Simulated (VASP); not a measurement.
# CaO (F-43m) in VASP: further runs

Runs on CaO. Level: PBE. Tasks: single point.

All numbers are computed with VASP 6.6.1; they aren't measurements. Logs are shortened: lines on timing, memory, paths and dates and some standing lists are left out, and cuts for length are marked.

### 1 The cell of the first run

Symmetry: F-43m, No. 216, cubic system. The conventional cell has a = 5.299 Å, b = 5.299 Å, c = 5.299 Å, α = 90.00°, β = 90.00°, γ = 90.00°. Ca (site symmetry -43m) has 4 O at 2.29 Å within 3.0 Å. Within 3.0 Å of O (site symmetry -43m) lie 4 Ca at 2.29 Å.

### 2 Single point, PBE (volume changed by +5%)

Contents of INCAR:

```
  PREC = Accurate
  ENCUT = 520
  EDIFF = 1E-6
  ISMEAR = 0
  SIGMA = 0.01
  LREAL = F
  LASPH = T
  NELM = 80
  ALGO = Normal
  ISIF = 2
  LWAVE = F
  LCHARG = F
  GGA = PE
  NBANDS = 15
```

Contents of KPOINTS:

```
Automatic mesh
0
Gamma
  4 4 4
```

Contents of POSCAR:

```
CaO
1.0
    0.0000000000      2.6494726402      2.6494726402
    2.6494726402      0.0000000000      2.6494726402
    2.6494726402      2.6494726402      0.0000000000
Ca O
1 1
Direct
    0.0000000000      0.0000000000      0.0000000000
    0.2500000000      0.2500000000      0.2500000000
```

Potentials or basis: VASP PAW PBE potentials, release 64 (Ca_sv, O).

On the command line:

```console
> cat potpaw_PBE.64/Ca_sv/POTCAR potpaw_PBE.64/O/POTCAR > POTCAR
> mpirun -np 1 vasp_std > vasp.out
```

OUTCAR:

```text
PREC = Accurate
   ENCUT = 520
   EDIFF = 1E-6
   ISMEAR = 0
   LREAL = F
   LASPH = T
   NELM = 80
   ISIF = 2
   GGA = PE

 ion  position               nearest neighbor table
   1  0.000  0.000  0.000-   2 2.29   2 2.29   2 2.29   2 2.29
   2  0.250  0.250  0.250-   1 2.29   1 2.29   1 2.29   1 2.29

  LATTYP: Found a face centered cubic cell.
 ALAT       =     5.2989452804

  Lattice vectors:

 A1 = (   0.0000000000,   2.6494726402,   2.6494726402)
 A2 = (   2.6494726402,   0.0000000000,   2.6494726402)
 A3 = (   2.6494726402,   2.6494726402,   0.0000000000)

Analysis of symmetry for initial positions (statically):
=====================================================================
 Subroutine PRICEL returns:
 Original cell was already a primitive cell.

 Routine SETGRP: Setting up the symmetry group for a
 face centered cubic supercell.

 Subroutine GETGRP returns: Found 24 space group operations
 (whereof 24 operations were pure point group operations)
 out of a pool of 48 trial point group operations.

The static configuration has the point symmetry T_d .

Analysis of symmetry for dynamics (positions and initial velocities):
=====================================================================
 Subroutine PRICEL returns:
 Original cell was already a primitive cell.

 Routine SETGRP: Setting up the symmetry group for a
 face centered cubic supercell.

 Subroutine GETGRP returns: Found 24 space group operations
 (whereof 24 operations were pure point group operations)
 out of a pool of 48 trial point group operations.

The dynamic configuration has the point symmetry T_d .

 Subroutine INISYM returns: Found 24 space group operations
 (whereof 24 operations are pure point group operations),
 and found     1 'primitive' translations

----------------------------------------------------------------------------------------

                                     Primitive cell

  volume of cell :      37.1970

  direct lattice vectors                    reciprocal lattice vectors
     0.000000000  2.649472640  2.649472640    -0.188716801  0.188716801  0.188716801
     2.649472640  0.000000000  2.649472640     0.188716801 -0.188716801  0.188716801
     2.649472640  2.649472640  0.000000000     0.188716801  0.188716801 -0.188716801

  length of vectors
     3.746920141  3.746920141  3.746920141     0.326867087  0.326867087  0.326867087

  position of ions in fractional coordinates (direct lattice)
     0.000000000  0.000000000  0.000000000
     0.250000000  0.250000000  0.250000000

  ion indices of the primitive-cell ions
   primitive index   ion index
                 1           1
                 2           2

----------------------------------------------------------------------------------------

 KPOINTS: Automatic mesh

Automatic generation of k-mesh.
 Grid dimensions read from file:
 generate k-points for:    4    4    4

 Generating k-lattice:

  Cartesian coordinates                     Fractional coordinates (reciprocal lattice)
    -0.047179200  0.047179200  0.047179200     0.250000000  0.000000000  0.000000000
     0.047179200 -0.047179200  0.047179200     0.000000000  0.250000000  0.000000000
     0.047179200  0.047179200 -0.047179200     0.000000000  0.000000000  0.250000000

  Length of vectors
     0.081716772  0.081716772  0.081716772

  Shift w.r.t. Gamma in fractional coordinates (k-lattice)
     0.000000000  0.000000000  0.000000000

 Subroutine IBZKPT returns following result:
 ===========================================

 Found      8 irreducible k-points:

 Following reciprocal coordinates:
            Coordinates               Weight
  0.000000  0.000000  0.000000      1.000000
  0.250000  0.000000  0.000000      8.000000
  0.500000  0.000000  0.000000      4.000000
  0.250000  0.250000  0.000000      6.000000
  0.500000  0.250000  0.000000     24.000000
 -0.250000  0.250000  0.000000     12.000000
  0.500000  0.500000  0.000000      3.000000
 -0.250000  0.500000  0.250000      6.000000
   k-points           NKPTS =      8   k-points in BZ     NKDIM =      8   number of bands    NBANDS=     15
   number of dos      NEDOS =    301   number of ions     NIONS =      2
   total plane-waves  NPLWV =  21952
   dimension x,y,z NGX =    28 NGY =   28 NGZ =   28
   dimension x,y,z NGXF=    56 NGYF=   56 NGZF=   56
   ions per type =               1   1
   NGX,Y,Z   is equivalent  to a cutoff of  12.42, 12.42, 12.42 a.u.
   NGXF,Y,Z  is equivalent  to a cutoff of  24.85, 24.85, 24.85 a.u.
 SYSTEM =  unknown system
   PREC   = accura    normal or accurate (medium, high low for compatibility)
   ISTART =      0    job   : 0-new  1-cont  2-samecut
   ICHARG =      2    charge: 1-file 2-atom 10-const
   ISPIN  =      1    spin polarized calculation?
   LNONCOLLINEAR =      F non collinear calculations
   LSORBIT =      F    spin-orbit coupling
   LASPH  =      T    aspherical Exc in radial PAW
   ENCUT  =  520.0 eV  38.22 Ry    6.18 a.u.   6.97  6.97  6.97*2*pi/ulx,y,z
   NELM   =     80;   NELMIN=  2; NELMDL= -5     # of ELM steps
   EDIFF  = 0.1E-05   stopping-criterion for ELM
   LREAL  =      F    real-space projection
   EDIFFG = 0.1E-04   stopping-criterion for IOM
   NSW    =      0    number of steps for IOM
   IBRION =     -1    ionic relax: 0-MD 1-quasi-New 2-CG
   NFREE  =      0    steps in history (QN), initial steepest desc. (CG)
   ISIF   =      2    stress and relaxation
   ISYM   =      2    0-nonsym 1-usesym 2-fastsym
   POTIM  = 0.5000    time-step for ionic-motion
   TEBEG  =    0.0;   TEEND  =   0.0 temperature during run
   PSTRESS=    0.0 pullay stress
   NELECT =      16.0000    total number of electrons
   NUPDOWN=      -1.0000    fix difference up-down
   EMIN   =  10.00;   EMAX   =-10.00  energy-range for DOS
   EFERMI =   0.00;   METHOD = LEGACY
   ISMEAR =     0;   SIGMA  =   0.01  broadening in eV -4-tet -1-fermi 0-gaus
   EFERMI_NEDOS =   21; number of points for ismear=-14 and -15
   IALGO  =     38    algorithm
   IMIX   =      4    mixing-type and parameters
     AMIX     =   0.40;   BMIX     =  1.00
     AMIX_MAG =   1.60;   BMIX_MAG =  1.00
  volume/ion in A,a.u.               =      18.60       125.51
  Fermi-wavevector in a.u.,A,eV,Ry     =   1.235792  2.335308 20.778572  1.527182
  Thomas-Fermi vector in A             =   2.370427
   LORBIT       =      0    0 simple, 1 ext, 2 COOP (PROOUT), +10 PAW based schemes
   GGA     = PE    functional components
   LHFCALC =     F    Hartree Fock is set to
   AEXX    =    0.0000 exact exchange contribution
   IVDW    =     0    specifies the selected vdW correction
   LEPSILON=     F    determine dielectric tensor
   LRPA    =     F    only Hartree local field effects (RPA)
 non-spin polarized calculation
 Gauss-broadening in eV      SIGMA  =   0.01
  energy-cutoff  :      520.00
  volume of cell :       37.20
 maximum number of plane-waves:      1008
   NGX = 13   NGY = 13   NGZ = 13

 number of electron      16.0000009 magnetization

 Free energy of the ion-electron system (eV)
  ---------------------------------------------------
  ext. energy  EPLUGINS =         0.00000000
  ---------------------------------------------------
  free energy    TOTEN  =       -12.43880396 eV

  energy without entropy =      -12.43880396  energy(sigma->0) =      -12.43880396

 E-fermi :   0.4501     XC(G=0):  -8.8342

 val. band max:        0.2681923909   @ k =   0.5000   0.5000   0.0000
 cond. band min:       3.4277854102   @ k =   0.0000   0.0000   0.0000
 fundamental gap:      3.1595930192
 Fermi energy:         0.4500565003

 k-point     1 :       0.0000    0.0000    0.0000
  band No.  band energies     occupation
      1     -37.0952      2.00000
      2     -18.0429      2.00000
      3     -18.0429      2.00000
      4     -18.0429      2.00000
      5     -14.4474      2.00000
      6      -0.2731      2.00000
      7      -0.2731      2.00000
      8      -0.2731      2.00000
      9       3.4278      0.00000
     10       8.0374      0.00000
     11       8.0374      0.00000
     12       9.5494      0.00000
     13       9.5494      0.00000
     14       9.5494      0.00000
     15      16.3437      0.00000

 k-point     2 :       0.2500    0.0000    0.0000
  band No.  band energies     occupation
      1     -37.0775      2.00000
      2     -18.3446      2.00000
      3     -18.0653      2.00000
      4     -18.0653      2.00000
      5     -14.1492      2.00000
      6      -0.6721      2.00000
      7      -0.1470      2.00000
      8      -0.1470      2.00000
      9       5.0624      0.00000
     10       7.7173      0.00000
     11       7.7173      0.00000
     12       8.8887      0.00000
     13       9.7587      0.00000
     14       9.7587      0.00000
     15      12.8020      0.00000

 k-point     3 :       0.5000    0.0000    0.0000
  band No.  band energies     occupation
      1     -37.0597      2.00000
      2     -18.6033      2.00000
      3     -18.0875      2.00000
      4     -18.0875      2.00000
      5     -13.9075      2.00000
      6      -0.6957      2.00000
      7      -0.0408      2.00000
      8      -0.0408      2.00000
      9       6.2483      0.00000
     10       7.9349      0.00000
     11       7.9349      0.00000
     12       8.2164      0.00000
     13       9.3522      0.00000
     14       9.3522      0.00000
     15      11.6990      0.00000

 k-point     4 :       0.2500    0.2500    0.0000
  band No.  band energies     occupation
      1     -37.0716      2.00000
      2     -18.3836      2.00000
      3     -18.1004      2.00000
      4     -18.1004      2.00000
      5     -14.0547      2.00000
      6      -0.8802      2.00000
      7      -0.0241      2.00000
      8      -0.0241      2.00000
      9       5.4977      0.00000
     10       6.4885      0.00000
     11       8.4899      0.00000
     12       9.3929      0.00000
     13       9.5951      0.00000
     14       9.5951      0.00000
     15      15.0512      0.00000

 k-point     5 :       0.5000    0.2500    0.0000
  band No.  band energies     occupation
      1     -37.0539      2.00000
      2     -18.5831      2.00000
      3     -18.1813      2.00000
      4     -18.1226      2.00000
      5     -13.8126      2.00000
      6      -0.7328      2.00000
      7      -0.0443      2.00000
      8       0.1127      2.00000
      9       5.5480      0.00000
     10       6.8470      0.00000
     11       8.3234      0.00000
     12       9.4043      0.00000
     13       9.4917      0.00000
     14      10.4346      0.00000
     15      12.4745      0.00000

 k-point     6 :      -0.2500    0.2500    0.0000
  band No.  band energies     occupation
      1     -37.0598      2.00000
      2     -18.5169      2.00000
      3     -18.1857      2.00000
      4     -18.0877      2.00000
      5     -13.8903      2.00000
      6      -0.5547      2.00000
      7      -0.2324      2.00000
      8      -0.0022      2.00000
      9       5.7731      0.00000
     10       7.4316      0.00000
     11       7.5170      0.00000
     12       8.9906      0.00000
     13       9.8723      0.00000
     14      10.0149      0.00000
     15      12.8154      0.00000

 k-point     7 :       0.5000    0.5000    0.0000
  band No.  band energies     occupation
      1     -37.0480      2.00000
      2     -18.6610      2.00000
      3     -18.1573      2.00000
      4     -18.1573      2.00000
      5     -13.7405      2.00000
      6      -1.0588      2.00000
      7       0.2682      2.00000
      8       0.2682      2.00000
      9       5.1096      0.00000
     10       6.7427      0.00000
     11       9.0100      0.00000
     12       9.3143      0.00000
     13       9.3143      0.00000
     14      11.3615      0.00000
     15      13.0960      0.00000

 k-point     8 :      -0.2500    0.5000    0.2500
  band No.  band energies     occupation
      1     -37.0480      2.00000
      2     -18.6024      2.00000
      3     -18.2250      2.00000
      4     -18.1606      2.00000
      5     -13.7312      2.00000
      6      -0.5162      2.00000
      7      -0.2570      2.00000
      8       0.2668      2.00000
      9       5.1458      0.00000
     10       6.5760      0.00000
     11       8.5682      0.00000
     12       9.1857      0.00000
     13       9.8988      0.00000
     14      12.8619      0.00000
     15      13.0638      0.00000

------------------------ aborting loop because EDIFF is reached ----------------------------------------

  FORCE on cell =-STRESS in cart. coord.  units (eV):
  Direction    XX          YY          ZZ          XY          YZ          ZX
  --------------------------------------------------------------------------------------
  -------------------------------------------------------------------------------------
  Total       -0.4326561     -0.4326561     -0.4326561      0.0000000      0.0000000      0.0000000
  in kB      -18.6356736    -18.6356736    -18.6356736      0.0000000      0.0000000      0.0000000
  external PRESSURE =     -18.6356736 kB  Pullay stress =       0.0000000 kB

 VOLUME and BASIS-vectors are now :
 -----------------------------------------------------------------------------
  energy-cutoff  :      520.00
  volume of cell :       37.20
      direct lattice vectors                 reciprocal lattice vectors
     0.000000000  2.649472640  2.649472640    -0.188716801  0.188716801  0.188716801
     2.649472640  0.000000000  2.649472640     0.188716801 -0.188716801  0.188716801
     2.649472640  2.649472640  0.000000000     0.188716801  0.188716801 -0.188716801

 POSITION                                       TOTAL-FORCE (eV/Angst)
 -----------------------------------------------------------------------------------
      0.00000      0.00000      0.00000        -0.000000     -0.000000     -0.000000
      1.32474      1.32474      1.32474         0.000000      0.000000      0.000000
 -----------------------------------------------------------------------------------
    total drift:                               -0.000000     -0.000000     -0.000000

  FREE ENERGIE OF THE ION-ELECTRON SYSTEM (eV)
  ---------------------------------------------------
  free  energy   TOTEN  =       -12.4388039611 eV

  energy  without entropy=      -12.4388039611  energy(sigma->0) =      -12.43880396
```

Run time: 12 s. Hardware: 1 thread of AMD EPYC 7R13, shared host; peak memory 0.12 GiB.

Results:

```yaml
Free_energy: -12.4388 eV
Pressure: -1.9 GPa
Band_gap_on_the_k_mesh: 3.16 eV, indirect (least direct gap 3.70 eV)
```

Caveat: the k points lie up to 0.51 Å⁻¹ apart. A k mesh can miss the band edges.

### 3 Single point, PBE (volume changed by +10%)

INCAR, as its differences from that of step 2:

```diff
@@ -2,3 +2,3 @@
   ENCUT = 520
-  EDIFF = 1E-6
+  EDIFF = 1E-7
   ISMEAR = 0
@@ -7,3 +7,3 @@
   LASPH = T
-  NELM = 80
+  NELM = 60
   ALGO = Normal
```

Contents of KPOINTS:

```
regular mesh
0
Gamma
  4 4 4
```

Contents of POSCAR:

```
CaO
1.0
    0.0000000000      2.6908773380      2.6908773380
    2.6908773380      0.0000000000      2.6908773380
    2.6908773380      2.6908773380      0.0000000000
Ca O
1 1
Direct
    0.0000000000      0.0000000000      0.0000000000
    0.2500000000      0.2500000000      0.2500000000
```

Potentials or basis: VASP PAW PBE potentials, release 64 (Ca_sv, O).

On the command line:

```console
> cat potpaw_PBE.64/Ca_sv/POTCAR potpaw_PBE.64/O/POTCAR > POTCAR
> mpirun -np 1 vasp_std > vasp.out
```

Run time: 14 s. Hardware: 1 thread of AMD EPYC 7R13, shared host; peak memory 0.12 GiB.

The run converged. Its results:

| Item | Value |
| --- | --- |
| Free energy | -12.4030 eV |
| Pressure | -4.7 GPa |
| Band gap on the k mesh | 3.00 eV, indirect (least direct gap 3.47 eV) |

Levels at points of the mesh, in eV from the valence-band top:
```
           k point  band 6  band 7  band 8  band 9  band 10  band 11
(0.00, 0.00, 0.00)   -0.47   -0.47   -0.47    3.00     7.57     7.57
(0.50, 0.00, 0.00)   -0.94   -0.26   -0.26    5.82     7.46     7.46
(0.50, 0.50, 0.00)   -1.24    0.00    0.00    4.75     6.32     8.48
```

Caveat: the k points lie up to 0.51 Å⁻¹ apart.
